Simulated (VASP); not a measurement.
# BN (P6_3/mmc) in VASP: further runs, part 2 of 3

VASP 6.6.1. The steps go on from the part before.

## Step 3: G0W0 quasiparticle levels, PBE

Contents of POSCAR:

```
BN
1.0
    2.5005826212      0.0000000000      0.0000000000
   -1.2502913106      2.1655680743      0.0000000000
    0.0000000000      0.0000000000      6.5236378854
B N
2 2
Direct
    0.3333333333      0.6666666667      0.2500000000
    0.6666666667      0.3333333333      0.7500000000
    0.3333333333      0.6666666667      0.7500000000
    0.6666666667      0.3333333333      0.2500000000
```

Contents of INCAR.step1:

```
SYSTEM = BN
PREC = Accurate
ENCUT = 500
EDIFF = 1E-8
ISMEAR = 0
SIGMA = 0.01
LREAL = .FALSE.
LASPH = .TRUE.
NELM = 80
ALGO = Normal
LWAVE = .TRUE.
LCHARG = .FALSE.
GGA = PE
```

Contents of INCAR.step2:

```
SYSTEM = BN
PREC = Accurate
ENCUT = 500
EDIFF = 1E-8
ISMEAR = 0
SIGMA = 0.01
LREAL = .FALSE.
LASPH = .TRUE.
NELM = 1
ALGO = Exact
LWAVE = .TRUE.
LCHARG = .FALSE.
GGA = PE
NBANDS = 140
LOPTICS = .TRUE.
ISTART = 1
```

Contents of INCAR.step3:

```
SYSTEM = BN
PREC = Accurate
ENCUT = 500
EDIFF = 1E-8
ISMEAR = 0
SIGMA = 0.01
LREAL = .FALSE.
LASPH = .TRUE.
ALGO = EVGW0
LWAVE = .FALSE.
LCHARG = .FALSE.
GGA = PE
NELMGW = 1
NBANDS = 140
ENCUTGW = 140.0
NOMEGA = 96
PRECFOCK = Fast
ISTART = 1
NBANDSGW = 16
OMEGAMAX = 20
```

Contents of KPOINTS:

```
Automatic mesh
0
G
  6 6 2
  0 0 0
```

Potentials or basis: VASP PAW PBE potentials, release 64 (B_GW, N_GW).

On the command line:

```
$ cat potpaw_PBE.64/B_GW/POTCAR potpaw_PBE.64/N_GW/POTCAR > POTCAR
$ cp INCAR.step1 INCAR
$ mpirun -np 1 vasp_std > vasp.out
$ cp INCAR.step2 INCAR
$ mpirun -np 1 vasp_std > vasp.out
$ cp INCAR.step3 INCAR
$ mpirun -np 1 vasp_std > vasp.out
```

OUTCAR:

```text
SYSTEM = BN
   PREC = Accurate
   ENCUT = 500
   EDIFF = 1E-8
   ISMEAR = 0
   LREAL = .FALSE.
   LASPH = .TRUE.
   GGA = PE
   NELMGW = 1
   ENCUTGW = 140.0
   PRECFOCK = Fast
   ISTART = 1

 ion  position               nearest neighbor table
   1  0.333  0.667  0.250-   4 1.44   4 1.44   4 1.44
   2  0.667  0.333  0.750-   3 1.44   3 1.44   3 1.44
   3  0.333  0.667  0.750-   2 1.44   2 1.44   2 1.44
   4  0.667  0.333  0.250-   1 1.44   1 1.44   1 1.44

  LATTYP: Found a hexagonal cell.
 ALAT       =     2.5005826212
 C/A-ratio  =     2.6088471663

  Lattice vectors:

 A1 = (   2.5005826212,   0.0000000000,   0.0000000000)
 A2 = (  -1.2502913106,   2.1655680743,   0.0000000000)
 A3 = (   0.0000000000,   0.0000000000,   6.5236378854)

Analysis of symmetry for initial positions (statically):
=====================================================================
 Subroutine PRICEL returns:
 Original cell was already a primitive cell.

 Routine SETGRP: Setting up the symmetry group for a
 hexagonal supercell.

 Subroutine GETGRP returns: Found 24 space group operations
 (whereof 12 operations were pure point group operations)
 out of a pool of 24 trial point group operations.

The static configuration has the point symmetry D_3d.
 The point group associated with its full space group is D_6h.

Analysis of symmetry for dynamics (positions and initial velocities):
=====================================================================
 Subroutine PRICEL returns:
 Original cell was already a primitive cell.

 Routine SETGRP: Setting up the symmetry group for a
 hexagonal supercell.

 Subroutine GETGRP returns: Found 24 space group operations
 (whereof 12 operations were pure point group operations)
 out of a pool of 24 trial point group operations.

The dynamic configuration has the point symmetry D_3d.
 The point group associated with its full space group is D_6h.

 Subroutine INISYM returns: Found 24 space group operations
 (whereof 12 operations are pure point group operations),
 and found     1 'primitive' translations

----------------------------------------------------------------------------------------

                                     Primitive cell

  volume of cell :      35.3267

  direct lattice vectors                    reciprocal lattice vectors
     2.500582621  0.000000000  0.000000000     0.399906802  0.230886300  0.000000000
    -1.250291311  2.165568074  0.000000000     0.000000000  0.461772600  0.000000000
     0.000000000  0.000000000  6.523637885     0.000000000  0.000000000  0.153288704

  length of vectors
     2.500582621  2.500582621  6.523637885     0.461772600  0.461772600  0.153288704

  position of ions in fractional coordinates (direct lattice)
     0.333333333  0.666666667  0.250000000
     0.666666667  0.333333333  0.750000000
     0.333333333  0.666666667  0.750000000
     0.666666667  0.333333333  0.250000000

  ion indices of the primitive-cell ions
   primitive index   ion index
                 1           1
                 2           2
                 3           3
                 4           4

----------------------------------------------------------------------------------------

 KPOINTS: Automatic mesh

Automatic generation of k-mesh.
 Grid dimensions read from file:
 generate k-points for:    6    6    2

 Generating k-lattice:

  Cartesian coordinates                     Fractional coordinates (reciprocal lattice)
     0.066651134  0.038481050  0.000000000     0.166666667  0.000000000  0.000000000
     0.000000000  0.076962100  0.000000000     0.000000000  0.166666667  0.000000000
     0.000000000  0.000000000  0.076644352     0.000000000  0.000000000  0.500000000

  Length of vectors
     0.076962100  0.076962100  0.076644352

  Shift w.r.t. Gamma in fractional coordinates (k-lattice)
     0.000000000  0.000000000  0.000000000

 Subroutine IBZKPT returns following result:
 ===========================================

 Found     14 irreducible k-points:

 Following reciprocal coordinates:
            Coordinates               Weight
  0.000000  0.000000  0.000000      1.000000
  0.166667  0.000000  0.000000      6.000000
  0.333333  0.000000  0.000000      6.000000
  0.500000  0.000000  0.000000      3.000000
  0.166667  0.166667  0.000000      6.000000
  0.333333  0.166667  0.000000     12.000000
  0.333333  0.333333  0.000000      2.000000
  0.000000  0.000000  0.500000      1.000000
  0.166667  0.000000  0.500000      6.000000
  0.333333  0.000000  0.500000      6.000000
  0.500000  0.000000  0.500000      3.000000
  0.166667  0.166667  0.500000      6.000000
  0.333333  0.166667  0.500000     12.000000
  0.333333  0.333333  0.500000      2.000000
   k-points           NKPTS =     14   k-points in BZ     NKDIM =     72   number of bands    NBANDS=    140
   number of dos      NEDOS =    301   number of ions     NIONS =      4
   total plane-waves  NPLWV =  15552
   dimension x,y,z NGX =    18 NGY =   18 NGZ =   48
   dimension x,y,z NGXF=    36 NGYF=   36 NGZF=   96
   ions per type =               2   2
   NGX,Y,Z   is equivalent  to a cutoff of  11.97, 11.97, 12.23 a.u.
   NGXF,Y,Z  is equivalent  to a cutoff of  23.93, 23.93, 24.46 a.u.
 SYSTEM =  BN
   PREC   = accura    normal or accurate (medium, high low for compatibility)
   ISTART =      1    job   : 0-new  1-cont  2-samecut
   ICHARG =      0    charge: 1-file 2-atom 10-const
   ISPIN  =      1    spin polarized calculation?
   LNONCOLLINEAR =      F non collinear calculations
   LSORBIT =      F    spin-orbit coupling
   LASPH  =      T    aspherical Exc in radial PAW
   ENCUT  =  500.0 eV  36.75 Ry    6.06 a.u.   4.56  4.56 11.89*2*pi/ulx,y,z
   NELM   =     60;   NELMIN=  2; NELMDL=  0     # of ELM steps
   EDIFF  = 0.1E-07   stopping-criterion for ELM
   LREAL  =      F    real-space projection
   EDIFFG = 0.1E-06   stopping-criterion for IOM
   NSW    =      0    number of steps for IOM
   IBRION =     -1    ionic relax: 0-MD 1-quasi-New 2-CG
   NFREE  =      0    steps in history (QN), initial steepest desc. (CG)
   ISIF   =      0    stress and relaxation
   ISYM   =      3    0-nonsym 1-usesym 2-fastsym
   POTIM  = 0.5000    time-step for ionic-motion
   TEBEG  =    0.0;   TEEND  =   0.0 temperature during run
   PSTRESS=    0.0 pullay stress
   NELECT =      16.0000    total number of electrons
   NUPDOWN=      -1.0000    fix difference up-down
   EMIN   =  10.00;   EMAX   =-10.00  energy-range for DOS
   EFERMI =   0.00;   METHOD = LEGACY
   ISMEAR =     0;   SIGMA  =   0.01  broadening in eV -4-tet -1-fermi 0-gaus
   EFERMI_NEDOS =   21; number of points for ismear=-14 and -15
   IALGO  =     38    algorithm
   IMIX   =      4    mixing-type and parameters
     AMIX     =   0.40;   BMIX     =  1.00
     AMIX_MAG =   1.60;   BMIX_MAG =  1.00
  volume/ion in A,a.u.               =       8.83        59.60
  Fermi-wavevector in a.u.,A,eV,Ry     =   1.257227  2.375815 21.505653  1.580621
  Thomas-Fermi vector in A             =   2.390897
   LORBIT       =      0    0 simple, 1 ext, 2 COOP (PROOUT), +10 PAW based schemes
   GGA     = PE    functional components
   LHFCALC =     T    Hartree Fock is set to
   PRECFOCK=fast      Normal, Fast or Accurate (Low or Medium for compatibility)
   ENCUT4O =  -1.0   cutoff for four orbital integrals eV
   NKREDX  =     1    reduce k-point grid by
   NKREDY  =     1    reduce k-point grid by
   NKREDZ  =     1    reduce k-point grid by
   AEXX    =    1.0000 exact exchange contribution
   HFSCREEN=    0.0000 screening length (either q_TF or 0.3 A-1)
   HFSCREENC=   0.0000 screening length for correlation (either q_TF or 0.3 A-1)
   ENCUTFOCK=  -1.0 apply spherical cutoff to Coloumb kernel
   IVDW    =     0    specifies the selected vdW correction
   LEPSILON=     F    determine dielectric tensor
   LRPA    =     F    only Hartree local field effects (RPA)
   LRPAFORCE           =     F    calculate RPA forces
   ENCUTGW             = 140.0    cutoff for response function in eV
   ENCUTGWSOFT         = 112.0    soft cutoff for Coulomb kernel in GW response function in eV
   ENCUTLF             =  -1.0    cutoff for local field effects
   NELMGW              =     1    number of iterations in solving QP/BSE equation
   NELMHF              =     1    number of iterations in the inner HF iteration
   NKREDLFX            =     1    NKREDLFY  =   1   NKREDLFZ  =   1
 non-spin polarized calculation
 Gauss-broadening in eV      SIGMA  =   0.01
  energy-cutoff  :      500.00
  volume of cell :       35.33
 maximum number of plane-waves:       924
  NGX = 12; NGY = 12; NGZ = 32
   NGX =  9   NGY =  9   NGZ = 23
 maximum number of plane-waves:       156
 NGX is ok and might be reduce to    10

 QP shifts <psi_nk| G(iteration)W_0 |psi_nk>: iteration 1
 for sc-GW calculations column KS-energies equals QP-energies in previous step
 and V_xc(KS)=  KS-energies - (<T + V_ion + V_H > + <T+V_H+V_ion>^1  + <V_x>^1)

 k-point   1 :       0.0000    0.0000    0.0000
  band No.  KS-energies  QP-energies   sigma(KS)   V_xc(KS)     V^pw_x(r,r')   Z            occupation Imag(sigma)

      1     -15.3735     -17.1971     -18.4091     -15.9340     -26.6207       0.7368       2.0000       1.1833
      2     -15.0379     -16.8348     -18.7324     -16.3001     -26.9031       0.7388       2.0000       1.1131
      3      -3.8403      -5.1153     -14.1486     -12.3538     -18.2779       0.7104       2.0000       0.2082
      4      -1.5286      -2.6777     -16.0442     -14.4931     -19.5844       0.7408       2.0000       0.0867
      5       1.1433       0.1040     -19.4716     -18.1638     -22.6365       0.7946       2.0000       0.0409
      6       1.1433       0.1040     -19.4716     -18.1638     -22.6365       0.7946       2.0000       0.0409
[... 8 lines left out ...]
     15      14.8648      16.0135     -12.8981     -14.4001      -7.1312       0.7648       0.0000      -0.1411
     16      15.5791      16.7793     -13.1413     -14.8400      -6.0100       0.7065       0.0000      -0.5078
[... 244 lines left out ...]
      1     -11.5186     -13.3259     -19.8182     -17.6444     -27.1889       0.8314       2.0000       0.9846
      2     -11.5186     -13.3259     -19.8182     -17.6444     -27.1889       0.8314       2.0000       0.9846
      3      -5.4454      -6.7820     -17.4314     -15.6013     -22.0184       0.7304       2.0000       0.1415
      4      -5.4454      -6.7820     -17.4314     -15.6013     -22.0184       0.7304       2.0000       0.1415
      5      -4.6906      -6.2490     -18.0067     -15.8907     -22.5306       0.7365       2.0000       0.1052
      6      -4.6906      -6.2490     -18.0067     -15.8907     -22.5306       0.7365       2.0000       0.1052
[... 8 lines left out ...]
     15      20.2743      21.3902     -11.5159     -12.9355      -5.9011       0.7860       0.0000      -0.2618
     16      20.2743      21.3902     -11.5159     -12.9355      -5.9011       0.7860       0.0000      -0.2618
```

It took 3.3 min on 1 thread of AMD EPYC 7R13 (Zen 3), shared host; peak memory 0.42 GiB.

What came out:

```yaml
Quasiparticle_gap: 5.74 eV
Least_direct_quasiparticle_gap: 6.18 eV
Band_gap_of_the_starting_levels_on_the_mesh: 4.27 eV
Least_direct_gap_of_the_starting_levels_on_the_mesh: 4.66 eV
```

Caveat: the k points lie up to 0.48 Å⁻¹ apart; bands, screening cutoff and mesh are small and nothing is extrapolated, so the quasiparticle values aren't converged.

## Step 4: G0W0 quasiparticle levels, PBE

POSCAR is that of step 3.

Contents of INCAR.step1:

```
ALGO = Normal
EDIFF = 1E-8
ENCUT = 500
GGA = PE
ISMEAR = 0
LASPH = True
LCHARG = False
LREAL = False
LWAVE = True
NELM = 60
PREC = Accurate
SIGMA = 0.01
```

Contents of INCAR.step2:

```
ALGO = Exact
EDIFF = 1E-8
ENCUT = 500
GGA = PE
ISMEAR = 0
ISTART = 1
LASPH = True
LCHARG = False
LOPTICS = True
LREAL = False
LWAVE = True
NBANDS = 140
NELM = 1
PREC = Accurate
SIGMA = 0.01
```

Contents of INCAR.step3:

```
ALGO = EVGW0
EDIFF = 1E-8
ENCUT = 500
ENCUTGW = 140.0
GGA = PE
ISMEAR = 0
ISTART = 1
LASPH = True
LCHARG = False
LREAL = False
LWAVE = False
NBANDS = 140
NBANDSGW = 16
NELMGW = 1
NOMEGA = 96
OMEGAMAX = 20
PREC = Accurate
PRECFOCK = Fast
SIGMA = 0.01
```

Contents of KPOINTS:

```
k-points
0
Gamma
  6 6 2
```

Potentials or basis: VASP PAW PBE potentials, release 64 (B_GW, N_GW).

On the command line:

```
$ cat potpaw_PBE.64/B_GW/POTCAR potpaw_PBE.64/N_GW/POTCAR > POTCAR
$ cp INCAR.step1 INCAR
$ mpirun -np 1 vasp_std > vasp.out
$ cp INCAR.step2 INCAR
$ mpirun -np 1 vasp_std > vasp.out
$ cp INCAR.step3 INCAR
$ mpirun -np 1 vasp_std > vasp.out
```

OUTCAR:

```text
EDIFF = 1E-8
   ENCUT = 500
   ENCUTGW = 140.0
   GGA = PE
   ISMEAR = 0
   ISTART = 1
   LASPH = True
   LREAL = False
   NELMGW = 1
   PREC = Accurate
   PRECFOCK = Fast

 ion  position               nearest neighbor table
   1  0.333  0.667  0.250-   4 1.44   4 1.44   4 1.44
   2  0.667  0.333  0.750-   3 1.44   3 1.44   3 1.44
   3  0.333  0.667  0.750-   2 1.44   2 1.44   2 1.44
   4  0.667  0.333  0.250-   1 1.44   1 1.44   1 1.44

  LATTYP: Found a hexagonal cell.
 ALAT       =     2.5005826212
 C/A-ratio  =     2.6088471663

  Lattice vectors:

 A1 = (   2.5005826212,   0.0000000000,   0.0000000000)
 A2 = (  -1.2502913106,   2.1655680743,   0.0000000000)
 A3 = (   0.0000000000,   0.0000000000,   6.5236378854)

Analysis of symmetry for initial positions (statically):
=====================================================================
 Subroutine PRICEL returns:
 Original cell was already a primitive cell.

 Routine SETGRP: Setting up the symmetry group for a
 hexagonal supercell.
[... 139 lines left out ...]
   GGA     = PE    functional components
   LHFCALC =     T    Hartree Fock is set to
   PRECFOCK=fast      Normal, Fast or Accurate (Low or Medium for compatibility)
   ENCUT4O =  -1.0   cutoff for four orbital integrals eV
   NKREDX  =     1    reduce k-point grid by
   NKREDY  =     1    reduce k-point grid by
   NKREDZ  =     1    reduce k-point grid by
   AEXX    =    1.0000 exact exchange contribution
   HFSCREEN=    0.0000 screening length (either q_TF or 0.3 A-1)
   HFSCREENC=   0.0000 screening length for correlation (either q_TF or 0.3 A-1)
   ENCUTFOCK=  -1.0 apply spherical cutoff to Coloumb kernel
   IVDW    =     0    specifies the selected vdW correction
   LEPSILON=     F    determine dielectric tensor
   LRPA    =     F    only Hartree local field effects (RPA)
   LRPAFORCE           =     F    calculate RPA forces
   ENCUTGW             = 140.0    cutoff for response function in eV
   ENCUTGWSOFT         = 112.0    soft cutoff for Coulomb kernel in GW response function in eV
   ENCUTLF             =  -1.0    cutoff for local field effects
   NELMGW              =     1    number of iterations in solving QP/BSE equation
   NELMHF              =     1    number of iterations in the inner HF iteration
   NKREDLFX            =     1    NKREDLFY  =   1   NKREDLFZ  =   1
 non-spin polarized calculation
 Gauss-broadening in eV      SIGMA  =   0.01
  energy-cutoff  :      500.00
  volume of cell :       35.33
 maximum number of plane-waves:       924
  NGX = 12; NGY = 12; NGZ = 32
   NGX =  9   NGY =  9   NGZ = 23
 maximum number of plane-waves:       156
 NGX is ok and might be reduce to    10

 QP shifts <psi_nk| G(iteration)W_0 |psi_nk>: iteration 1
 for sc-GW calculations column KS-energies equals QP-energies in previous step
 and V_xc(KS)=  KS-energies - (<T + V_ion + V_H > + <T+V_H+V_ion>^1  + <V_x>^1)

 k-point   1 :       0.0000    0.0000    0.0000
  band No.  KS-energies  QP-energies   sigma(KS)   V_xc(KS)     V^pw_x(r,r')   Z            occupation Imag(sigma)

      1     -15.3735     -17.1971     -18.4091     -15.9340     -26.6207       0.7368       2.0000       1.1833
      2     -15.0379     -16.8348     -18.7324     -16.3001     -26.9031       0.7388       2.0000       1.1131
      3      -3.8403      -5.1153     -14.1486     -12.3538     -18.2779       0.7104       2.0000       0.2082
      4      -1.5286      -2.6777     -16.0442     -14.4931     -19.5844       0.7408       2.0000       0.0867
      5       1.1433       0.1040     -19.4716     -18.1638     -22.6365       0.7946       2.0000       0.0409
      6       1.1433       0.1040     -19.4716     -18.1638     -22.6365       0.7946       2.0000       0.0409
[... 255 lines left out ...]
      2     -11.5186     -13.3259     -19.8182     -17.6444     -27.1889       0.8314       2.0000       0.9846
      3      -5.4454      -6.7820     -17.4314     -15.6013     -22.0184       0.7304       2.0000       0.1415
      4      -5.4454      -6.7820     -17.4314     -15.6013     -22.0184       0.7304       2.0000       0.1415
      5      -4.6906      -6.2490     -18.0067     -15.8907     -22.5306       0.7365       2.0000       0.1052
      6      -4.6906      -6.2490     -18.0067     -15.8907     -22.5306       0.7365       2.0000       0.1052
[... 8 lines left out ...]
     15      20.2743      21.3902     -11.5159     -12.9355      -5.9011       0.7860       0.0000      -0.2618
     16      20.2743      21.3902     -11.5159     -12.9355      -5.9011       0.7860       0.0000      -0.2618
```

It took 3.4 min on 1 thread of Intel Xeon Platinum 8259CL at 2.50GHz (Skylake/Cascade Lake), shared host; peak memory 0.45 GiB.

What came out:

```
Quasiparticle gap                                   : 5.74 eV
Least direct quasiparticle gap                      : 6.18 eV
Band gap of the starting levels on the mesh         : 4.27 eV
Least direct gap of the starting levels on the mesh : 4.66 eV
```

Caveat: the k points lie up to 0.48 Å⁻¹ apart; bands, screening cutoff and mesh are small and nothing is extrapolated, so the quasiparticle values aren't converged.

[end of part 2 of 3]
